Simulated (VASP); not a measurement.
HfN, 2 atoms in the cell. It takes space group I4mm (No. 107, tetragonal). The conventional cell has a = 3.216 Å, b = 3.216 Å, c = 4.442 Å, α = 90.00°, β = 90.00°, γ = 90.00°. Within 2.8 Å of Hf (site symmetry 4mm) lie 6 N at 2.12 to 2.32 Å. Within 2.8 Å of N (site symmetry 4mm) lie 6 Hf at 2.12 to 2.32 Å.  This cell differs from its parent crystal: mode 5 frozen in at -0.097 Å, normal strain along y -0.0233.

```yaml
Program: VASP 6.6.1
Task: single point
Functional: PBE
Potentials_or_basis: VASP PAW PBE potentials, release 64 (Hf_pv, N)
Cutoff: 520 eV
k_mesh: 16 × 16 × 16
Occupations: gaussian, width 0.15 eV
Spin: no spin polarisation
Dipole_correction: no
Further_INCAR_settings: ALGO = Normal; EDIFF = 1e-07; NBANDS = 14
```

Potentials or basis: VASP PAW PBE potentials, release 64 (Hf_pv, N).

The run is started by

```sh
$ cat potpaw_PBE.64/Hf_pv/POTCAR potpaw_PBE.64/N/POTCAR > POTCAR
$ mpirun -np 1 vasp_std > vasp.out
```

Hardware: 1 thread of Intel(R) Xeon(R) Platinum 8488C (Sapphire Rapids), with other jobs on the host.

**Question.** How long does it take, and how much memory?

**Answer.** It took 47 s on 1 thread of Intel(R) Xeon(R) Platinum 8488C (Sapphire Rapids) (shared host), peak memory 0.23 GiB. Counts: scf iterations 14, k points 349.
